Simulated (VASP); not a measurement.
Wanted: the native input for a VASP 6.6.1 run.

| Item | Value |
| --- | --- |
| Task | single point |
| Functional | PBE |
| Potentials or basis | VASP PAW PBE potentials, release 64 (Mg, Se) |
| Cutoff | 600 eV |
| k mesh | 5 × 5 × 5 |
| Occupations | gaussian, width 0.01 eV |
| Spin | no spin polarisation |
| Dipole correction | no |
| Further INCAR settings | ALGO = Normal; EDIFF = 1e-06; NBANDS = 11 |

The structure of MgSe lies in POSCAR:

```
MgSe
1.0
    0.0000000000      2.7613659551      2.7613659551
    2.7613659551      0.0000000000      2.7613659551
    2.7613659551      2.7613659551      0.0000000000
Mg Se
1 1
Direct
    0.0000000000      0.0000000000      0.0000000000
    0.5000000000      0.5000000000      0.5000000000
```

The input as run:

INCAR

```
PREC = Accurate
ENCUT = 600
EDIFF = 1E-6
ISMEAR = 0
SIGMA = 0.01
LREAL = False
LASPH = True
NELM = 120
ALGO = Normal
ISIF = 2
LWAVE = False
LCHARG = False
GGA = PE
NBANDS = 11
GGA_COMPAT = False
```

KPOINTS

```
regular mesh
0
Gamma
  5 5 5
```

Potentials or basis: VASP PAW PBE potentials, release 64 (Mg, Se).

Command:

```sh
$ cat potpaw_PBE.64/Mg/POTCAR potpaw_PBE.64/Se/POTCAR > POTCAR
$ mpirun -np 1 vasp_std > vasp.out
```

Results of the run:

```yaml
Pressure: -0.5 GPa
Band_gap_on_the_k_mesh: 2.13 eV, indirect (least direct gap 2.33 eV)
```

Run time: 8.8 s on 1 thread of AMD EPYC 7R13 Processor (Zen 3) (shared host), peak memory 0.14 GiB.
